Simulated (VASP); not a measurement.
Wanted: the native input for a VASP 6.6.1 run.

```
Task                   : single point
Functional             : PBE
Potentials or basis    : VASP PAW PBE potentials, release 64 (Te, Pb_d)
Cutoff                 : 520 eV
k mesh                 : 6 × 6 × 8
Occupations            : gaussian, width 0.1 eV
Spin                   : no spin polarisation
Dipole correction      : no
Further INCAR settings : ALGO = Normal; EDIFF = 1e-07; NBANDS = 42
```

The structure of Te3Pb lies in POSCAR:

```
Te3Pb
1.0
    6.8765813638      0.0000000000      0.0000000000
   -3.4382906819      5.9552941522      0.0000000000
    0.0000000000      0.0000000000      6.0096262509
Te Pb
6 2
Direct
    0.1754711058      0.3509422116      0.2500000000
    0.6490577884      0.8245288942      0.2500000000
    0.1754711058      0.8245288942      0.2500000000
    0.8245288942      0.6490577884      0.7500000000
    0.3509422116      0.1754711058      0.7500000000
    0.8245288942      0.1754711058      0.7500000000
    0.3333333333      0.6666666667      0.7500000000
    0.6666666667      0.3333333333      0.2500000000
```

The input as run:

INCAR

```
SYSTEM = Te3Pb
ALGO     = Normal         ! electronic algorithm
EDIFF    = 1E-7           ! SCF threshold, eV
ENCUT    = 520            ! plane-wave cutoff, eV
GGA      = PE             ! functional
ISIF     = 2              ! what is computed and relaxed
ISMEAR   = 0              ! smearing method
LASPH    = .True.         ! aspherical terms in the spheres
LCHARG   = .False.        ! write CHGCAR
LREAL    = .False.        ! projectors in reciprocal space
LWAVE    = .False.        ! write WAVECAR
NBANDS   = 42             ! bands
NELM     = 60             ! most SCF steps
PREC     = Accurate       ! precision mode
SIGMA    = 0.1            ! smearing width, eV
```

KPOINTS

```
k-points
0
Gamma
  6 6 8
  0 0 0
```

Potentials or basis: VASP PAW PBE potentials, release 64 (Te, Pb_d).

Launch:

```sh
$ cat potpaw_PBE.64/Te/POTCAR potpaw_PBE.64/Pb_d/POTCAR > POTCAR
$ mpirun -np 1 vasp_std > vasp.out
```

It gave:

```yaml
Pressure: -0.1 GPa
Band_gap_on_the_k_mesh: zero (band 32 reaches 7.80 eV, above the bottom of band 33 at 5.96 eV)
```

Caveat: spin-orbit coupling is left out, which moves the levels of the heavy elements.

Wall time 16 min on 1 thread of AMD EPYC 7R13 (shared host), peak memory 0.51 GiB.
